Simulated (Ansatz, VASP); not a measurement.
# Ir in VASP and in Ansatz

```
CELL_PARAMETERS angstrom
0.00000 -1.90541 -1.90541
0.00000 1.90541 -1.90541
3.81081 0.00000 0.00000
ATOMIC_POSITIONS crystal
Ir 0.52015 0.47985 0.48877
Ir 0.97985 0.02015 0.01123
```

Change from the starting cell: mode 4 frozen in at -0.077 Å and mode 6 at -0.043 Å (largest displacements).

Alike in both runs: task single point; functional LDA; k mesh 16 × 16 × 12; occupations gaussian, width 0.15 eV; no spin polarisation.

|  | VASP | Ansatz |
| --- | --- | --- |
| version | VASP 6.6.1 | Ansatz 0.2.0 |
| potentials or method | VASP PAW LDA potentials, release 64 (Ir), cutoff 520 eV | scalar-relativistic, plane waves, PAW |
| valence electrons in the cell | 18 | 34 |

Ansatz gave:

| Property | Result |
| --- | --- |
| gap on the k mesh at the Fermi level (eV) | none |
| pressure (GPa) | 4.1 |
| traceless stress, the component that is largest in VASP (GPa) | 4.85 |
| rms of the force components (eV/Å) | 1.043 |

Question: Which values does VASP return?

Answer: gap on the k mesh at the Fermi level (eV): none; pressure (GPa): 6.9; traceless stress, the component that is largest in VASP (GPa): 4.89; rms of the force components (eV/Å): 1.073.

Ansatz warns that its potentials were made for another functional, while VASP's fit it. LDA's correlation is that of Perdew and Zunger in VASP and of Perdew and Wang (1992) in Ansatz. Atom by atom the forces differ by 0.030 eV/Å (rms over components). A gap of «none» marks a metal or a gap that the smearing closes. VASP's potentials hold 18 valence electrons a cell and Ansatz's 34, so a difference there can come from the potentials and not from the codes.

Neither program's run includes spin-orbit coupling.
